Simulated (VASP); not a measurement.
# SnO2 (Cassiterite) in VASP: settings compared

The runs below take SnO2 (Cassiterite) through single point, with PBE, PBEsol, RPBE.

All numbers are computed with VASP 6.6.1; they aren't measurements. Logs are shortened: lines on timing, memory, paths and dates and some standing lists are left out, and cuts for length are marked.

## 1. The cell of the first run

Symmetry: Cmmm, No. 65, orthorhombic system. Conventional cell: a = 6.667 Å, b = 6.734 Å, c = 3.187 Å, α = 90.00°, β = 90.00°, γ = 90.00°. Sn (site symmetry mmm) has 6 O at 2.05 to 2.06 Å within 2.7 Å. Sn (site symmetry mmm) has 6 O at 2.05 to 2.07 Å within 2.7 Å. Within 2.7 Å of O (site symmetry 2mm) lie 3 Sn at 2.05 Å and 1 O at 2.57 Å. Within 2.7 Å of O (site symmetry m2m) lie 3 Sn at 2.06 to 2.07 Å and 1 O at 2.60 Å.

## 2. Single point, PBE

Contents of INCAR:

```
ALGO = Normal
EDIFF = 1E-6
ENCUT = 520
GGA = PE
ISIF = 2
ISMEAR = -1
LASPH = T
LCHARG = F
LREAL = F
LWAVE = F
NBANDS = 35
NELM = 80
PREC = Accurate
SIGMA = 0.05
```

Contents of KPOINTS:

```
k-points
0
Gamma
  5 5 7
```

Contents of POSCAR:

```
SnO2
1.0
    4.7380000000      0.0236900000      0.0000000000
    0.0236900000      4.7380000000      0.0000000000
    0.0000000000      0.0000000000      3.1865000000
Sn O
2 4
Direct
    0.5000000000      0.5000000000      0.5000000000
    0.0000000000      0.0000000000      0.0000000000
    0.8071000000      0.1929000000      0.5000000000
    0.6929000000      0.6929000000      0.0000000000
    0.1929000000      0.8071000000      0.5000000000
    0.3071000000      0.3071000000      0.0000000000
```

Potentials or basis: VASP PAW PBE potentials, release 64 (Sn_d, O).

Command:

```bash
> cat potpaw_PBE.64/Sn_d/POTCAR potpaw_PBE.64/O/POTCAR > POTCAR
> mpirun -np 1 vasp_std > vasp.out
```

OUTCAR:

```text
EDIFF = 1E-6
   ENCUT = 520
   GGA = PE
   ISIF = 2
   ISMEAR = -1
   LASPH = T
   LREAL = F
   NELM = 80
   PREC = Accurate

 ion  position               nearest neighbor table
   1  0.500  0.500  0.500-   3 2.05   5 2.05   4 2.06   6 2.06   4 2.06   6 2.06   2 3.69   2 3.69
                             2 3.69   2 3.69   2 3.72   2 3.72   2 3.72   2 3.72
   2  0.000  0.000  0.000-   3 2.05   5 2.05   3 2.05   5 2.05   4 2.07   6 2.07   1 3.69   1 3.69
                             1 3.69   1 3.69   1 3.72   1 3.72   1 3.72   1 3.72
   3  0.807  0.193  0.500-   1 2.05   2 2.05   2 2.05
   4  0.693  0.693  0.000-   1 2.06   1 2.06   2 2.07
   5  0.193  0.807  0.500-   1 2.05   2 2.05   2 2.05
   6  0.307  0.307  0.000-   1 2.06   1 2.06   2 2.07

  LATTYP: Found a base centered orthorhombic cell.
 ALAT       =     6.6670411392
 B/A-ratio  =     1.0100502513
 C/A-ratio  =     0.4779481532

  Lattice vectors:

 A1 = (  -0.0236900000,  -4.7380000000,   0.0000000000)
 A2 = (   4.7380000000,   0.0236900000,   0.0000000000)
 A3 = (   0.0000000000,   0.0000000000,   3.1865000000)

Analysis of symmetry for initial positions (statically):
=====================================================================
 Subroutine PRICEL returns:
 Original cell was already a primitive cell.

 Routine SETGRP: Setting up the symmetry group for a
 base centered orthorhombic supercell.

 Subroutine GETGRP returns: Found  8 space group operations
 (whereof  8 operations were pure point group operations)
 out of a pool of  8 trial point group operations.

The static configuration has the point symmetry D_2h.

Analysis of symmetry for dynamics (positions and initial velocities):
=====================================================================
 Subroutine PRICEL returns:
 Original cell was already a primitive cell.

 Routine SETGRP: Setting up the symmetry group for a
 base centered orthorhombic supercell.

 Subroutine GETGRP returns: Found  8 space group operations
 (whereof  8 operations were pure point group operations)
 out of a pool of  8 trial point group operations.

The dynamic configuration has the point symmetry D_2h.

 Subroutine INISYM returns: Found  8 space group operations
 (whereof  8 operations are pure point group operations),
 and found     1 'primitive' translations

----------------------------------------------------------------------------------------

                                     Primitive cell

  volume of cell :      71.5308

  direct lattice vectors                    reciprocal lattice vectors
     4.738000000  0.023690000  0.000000000     0.211064795 -0.001055324  0.000000000
     0.023690000  4.738000000  0.000000000    -0.001055324  0.211064795  0.000000000
     0.000000000  0.000000000  3.186500000     0.000000000  0.000000000  0.313823945

  length of vectors
     4.738059225  4.738059225  3.186500000     0.211067434  0.211067434  0.313823945

  position of ions in fractional coordinates (direct lattice)
     0.500000000  0.500000000  0.500000000
     0.000000000  0.000000000  0.000000000
     0.807100000  0.192900000  0.500000000
     0.692900000  0.692900000  0.000000000
     0.192900000  0.807100000  0.500000000
     0.307100000  0.307100000  0.000000000

  ion indices of the primitive-cell ions
   primitive index   ion index
                 1           1
                 2           2
                 3           3
                 4           4
                 5           5
                 6           6

----------------------------------------------------------------------------------------

 KPOINTS: k-points

Automatic generation of k-mesh.
 Grid dimensions read from file:
 generate k-points for:    5    5    7

 Generating k-lattice:

  Cartesian coordinates                     Fractional coordinates (reciprocal lattice)
     0.042212959 -0.000211065  0.000000000     0.200000000  0.000000000  0.000000000
    -0.000211065  0.042212959  0.000000000     0.000000000  0.200000000  0.000000000
     0.000000000  0.000000000  0.044831992     0.000000000  0.000000000  0.142857143

  Length of vectors
     0.042213487  0.042213487  0.044831992

  Shift w.r.t. Gamma in fractional coordinates (k-lattice)
     0.000000000  0.000000000  0.000000000

 Subroutine IBZKPT returns following result:
 ===========================================

 Found     36 irreducible k-points:

 Following reciprocal coordinates:
            Coordinates               Weight
  0.000000  0.000000  0.000000      1.000000
  0.200000 -0.000000  0.000000      4.000000
  0.400000  0.000000  0.000000      4.000000
  0.200000  0.200000  0.000000      2.000000
  0.400000  0.200000  0.000000      4.000000
 -0.400000  0.200000  0.000000      4.000000
[... 16 lines left out ...]
  0.400000  0.200000  0.285714      8.000000
 -0.400000  0.200000  0.285714      8.000000
 [... further k-points ...]
   k-points           NKPTS =     36   k-points in BZ     NKDIM =     36   number of bands    NBANDS=     35
   number of dos      NEDOS =    301   number of ions     NIONS =      6
   total plane-waves  NPLWV =  31104
   dimension x,y,z NGX =    36 NGY =   36 NGZ =   24
   dimension x,y,z NGXF=    72 NGYF=   72 NGZF=   48
   ions per type =               2   4
   NGX,Y,Z   is equivalent  to a cutoff of  12.63, 12.63, 12.52 a.u.
   NGXF,Y,Z  is equivalent  to a cutoff of  25.26, 25.26, 25.04 a.u.
 SYSTEM =  unknown system
   PREC   = accura    normal or accurate (medium, high low for compatibility)
   ISTART =      0    job   : 0-new  1-cont  2-samecut
   ICHARG =      2    charge: 1-file 2-atom 10-const
   ISPIN  =      1    spin polarized calculation?
   LNONCOLLINEAR =      F non collinear calculations
   LSORBIT =      F    spin-orbit coupling
   LASPH  =      T    aspherical Exc in radial PAW
   ENCUT  =  520.0 eV  38.22 Ry    6.18 a.u.   8.81  8.81  5.92*2*pi/ulx,y,z
   NELM   =     80;   NELMIN=  2; NELMDL= -5     # of ELM steps
   EDIFF  = 0.1E-05   stopping-criterion for ELM
   LREAL  =      F    real-space projection
   EDIFFG = 0.1E-04   stopping-criterion for IOM
   NSW    =      0    number of steps for IOM
   IBRION =     -1    ionic relax: 0-MD 1-quasi-New 2-CG
   NFREE  =      0    steps in history (QN), initial steepest desc. (CG)
   ISIF   =      2    stress and relaxation
   ISYM   =      2    0-nonsym 1-usesym 2-fastsym
   POTIM  = 0.5000    time-step for ionic-motion
   TEBEG  =    0.0;   TEEND  =   0.0 temperature during run
   PSTRESS=    0.0 pullay stress
   NELECT =      52.0000    total number of electrons
   NUPDOWN=      -1.0000    fix difference up-down
   EMIN   =  10.00;   EMAX   =-10.00  energy-range for DOS
   EFERMI =   0.00;   METHOD = LEGACY
   ISMEAR =    -1;   SIGMA  =   0.05  broadening in eV -4-tet -1-fermi 0-gaus
   EFERMI_NEDOS =   21; number of points for ismear=-14 and -15
   IALGO  =     38    algorithm
   IMIX   =      4    mixing-type and parameters
     AMIX     =   0.40;   BMIX     =  1.00
     AMIX_MAG =   1.60;   BMIX_MAG =  1.00
  volume/ion in A,a.u.               =      11.92        80.45
  Fermi-wavevector in a.u.,A,eV,Ry     =   1.472013  2.781701 29.481394  2.166821
  Thomas-Fermi vector in A             =   2.587079
   LORBIT       =      0    0 simple, 1 ext, 2 COOP (PROOUT), +10 PAW based schemes
   GGA     = PE    functional components
   LHFCALC =     F    Hartree Fock is set to
   AEXX    =    0.0000 exact exchange contribution
   IVDW    =     0    specifies the selected vdW correction
   LEPSILON=     F    determine dielectric tensor
   LRPA    =     F    only Hartree local field effects (RPA)
 non-spin polarized calculation
  energy-cutoff  :      520.00
  volume of cell :       71.53
 maximum number of plane-waves:      1952
   NGX = 17   NGY = 17   NGZ = 11

 number of electron      51.9999994 magnetization

 Free energy of the ion-electron system (eV)
  ---------------------------------------------------
  ext. energy  EPLUGINS =         0.00000000
  ---------------------------------------------------
  free energy    TOTEN  =       -37.15442493 eV

  energy without entropy =      -37.15442488  energy(sigma->0) =      -37.15442491

 E-fermi :   6.7844     XC(G=0): -11.2577

 val. band max:        6.1438989355   @ k =   0.0000   0.0000   0.0000
 cond. band min:       7.4160202174   @ k =   0.0000   0.0000   0.0000
 fundamental gap:      1.2721212819
 Fermi energy:         6.7844444430

 k-point     1 :       0.0000    0.0000    0.0000
  band No.  band energies     occupation
      1     -14.9668      2.00000
      2     -14.1846      2.00000
      3     -13.9085      2.00000
      4     -13.9031      2.00000
      5     -13.8515      2.00000
      6     -13.7979      2.00000
[... 27 lines left out ...]
     34      18.3417      0.00000
     35      18.7827      0.00000

 k-point     2 :       0.2000   -0.0000    0.0000
  band No.  band energies     occupation
      1     -14.9051      2.00000
      2     -14.2547      2.00000
      3     -13.9065      2.00000
      4     -13.9060      2.00000
      5     -13.8486      2.00000
      6     -13.8461      2.00000
[... 27 lines left out ...]
     34      18.2979      0.00000
     35      18.7325      0.00000

 k-point     3 :       0.4000    0.0000    0.0000
  band No.  band energies     occupation
      1     -14.7300      2.00000
      2     -14.4738      2.00000
      3     -13.9171      2.00000
      4     -13.9020      2.00000
      5     -13.8781      2.00000
      6     -13.8437      2.00000
[... 27 lines left out ...]
     34      18.5352      0.00000
     35      18.6949      0.00000
[... 723 lines left out ...]
 k-point    23 :       0.4000    0.2000    0.2857
  band No.  band energies     occupation
      1     -14.6566      2.00000
      2     -14.5996      2.00000
      3     -14.2384      2.00000
      4     -14.0211      2.00000
      5     -13.7809      2.00000
      6     -13.7505      2.00000
[... 27 lines left out ...]
     34      18.4708      0.00000
     35      18.6550      0.00000

 k-point    24 :      -0.4000    0.2000    0.2857
  band No.  band energies     occupation
      1     -14.7107      2.00000
      2     -14.5483      2.00000
      3     -14.2129      2.00000
      4     -14.0354      2.00000
      5     -13.7877      2.00000
      6     -13.7410      2.00000
[... 27 lines left out ...]
     34      18.5450      0.00000
     35      18.5922      0.00000

 [... further k-points ...]

------------------------ aborting loop because EDIFF is reached ----------------------------------------

  FORCE on cell =-STRESS in cart. coord.  units (eV):
  Direction    XX          YY          ZZ          XY          YZ          ZX
  --------------------------------------------------------------------------------------
  -------------------------------------------------------------------------------------
  Total        4.7769021      4.7769021      6.2438068     -0.9432650      0.0000000      0.0000000
  in kB      106.9950640    106.9950640    139.8514139    -21.1276464      0.0000000      0.0000000
  external PRESSURE =     117.9471806 kB  Pullay stress =       0.0000000 kB

 VOLUME and BASIS-vectors are now :
 -----------------------------------------------------------------------------
  energy-cutoff  :      520.00
  volume of cell :       71.53
      direct lattice vectors                 reciprocal lattice vectors
     4.738000000  0.023690000  0.000000000     0.211064795 -0.001055324  0.000000000
     0.023690000  4.738000000  0.000000000    -0.001055324  0.211064795  0.000000000
     0.000000000  0.000000000  3.186500000     0.000000000  0.000000000  0.313823945

 POSITION                                       TOTAL-FORCE (eV/Angst)
 -----------------------------------------------------------------------------------
      2.38085      2.38085      1.59325        -0.000000      0.000000      0.000000
      0.00000      0.00000      0.00000        -0.000000      0.000000      0.000000
      3.82861      0.93308      1.59325        -0.184124      0.184124      0.000000
      3.29938      3.29938      0.00000         0.228754      0.228754      0.000000
      0.93308      3.82861      1.59325         0.184124     -0.184124      0.000000
      1.46231      1.46231      0.00000        -0.228754     -0.228754     -0.000000
 -----------------------------------------------------------------------------------
    total drift:                               -0.000000      0.000000      0.000000

  FREE ENERGIE OF THE ION-ELECTRON SYSTEM (eV)
  ---------------------------------------------------
  free  energy   TOTEN  =       -37.1544249338 eV

  energy  without entropy=      -37.1544248813  energy(sigma->0) =      -37.15442491
```

It took 2.7 min on 1 thread of AMD EPYC 7R13, shared host; peak memory 0.18 GiB.

Results:

```yaml
Free_energy: -37.1544 eV
Pressure: 11.8 GPa
Largest_force: 0.324 eV/Å
Band_gap_on_the_k_mesh: 1.27 eV, direct
```

Forces in eV/Å, atoms in the order of the input:
```
Sn   0.000  0.000  0.000
Sn   0.000  0.000  0.000
O   -0.184  0.184  0.000
O    0.229  0.229  0.000
O    0.184 -0.184  0.000
O   -0.229 -0.229  0.000
```

Levels at points of the mesh, in eV from the valence-band top:
| k point | band 24 | band 25 | band 26 | band 27 | band 28 | band 29 |
| --- | --- | --- | --- | --- | --- | --- |
| (0.00, 0.00, 0.00) | -0.81 | -0.75 | 0.00 | 1.27 | 6.15 | 6.32 |

Caveat: spin-orbit coupling is left out, which moves the levels of the heavy elements.

## 3. Single point, PBE

Contents of INCAR:

```
PREC     = Accurate       # precision mode
ENCUT    = 520            # plane-wave cutoff, eV
EDIFF    = 1E-6           # SCF threshold, eV
ISMEAR   = -1             # smearing method
SIGMA    = 0.05           # smearing width, eV
LREAL    = False          # projectors in reciprocal space
LASPH    = True           # aspherical terms in the spheres
NELM     = 80             # most SCF steps
ALGO     = Normal         # electronic algorithm
ISIF     = 2              # what is computed and relaxed
LWAVE    = False          # write WAVECAR
LCHARG   = False          # write CHGCAR
GGA      = PE             # functional
NBANDS   = 35             # bands
```

Contents of KPOINTS:

```
regular mesh
0
Gamma
  5 5 7
```

POSCAR, as its differences from that of step 2:

```diff
@@ -2,4 +2,4 @@
 1.0
-    4.7380000000      0.0236900000      0.0000000000
-    0.0236900000      4.7380000000      0.0000000000
+    4.7380000000      0.0473800000      0.0000000000
+    0.0473800000      4.7380000000      0.0000000000
     0.0000000000      0.0000000000      3.1865000000
```

Potentials or basis: VASP PAW PBE potentials, release 64 (Sn_d, O).

Command:

```bash
> cat potpaw_PBE.64/Sn_d/POTCAR potpaw_PBE.64/O/POTCAR > POTCAR
> mpirun -np 1 vasp_std > vasp.out
```

It took 2.6 min on 1 thread of AMD EPYC 7R13, shared host; peak memory 0.18 GiB.

It converged, with:

```
Free energy            : -37.1400 eV
Pressure               : 11.9 GPa
Largest force          : 0.349 eV/Å
Band gap on the k mesh : 1.27 eV, direct
```

Forces on the atoms (eV/Å):
```
Sn   0.000  0.000  0.000
Sn   0.000  0.000  0.000
O   -0.157  0.157  0.000
O    0.247  0.247  0.000
O    0.157 -0.157  0.000
O   -0.247 -0.247  0.000
```

Stress tensor (GPa, compression positive):
```
10.79 -4.22  0.00
-4.22 10.79  0.00
 0.00  0.00 14.04
```

Levels at points of the mesh, in eV from the valence-band top:
```tsv
k point	band 23	band 24	band 25	band 26	band 27	band 28	band 29	band 30
(0.00, 0.00, 0.00)	-1.13	-0.83	-0.72	0.00	1.27	6.15	6.30	6.40
```

Caveat: spin-orbit coupling is left out, which moves the levels of the heavy elements. As with any semilocal functional, this PBE gap is likely too small.

[end of part 1 of 2]
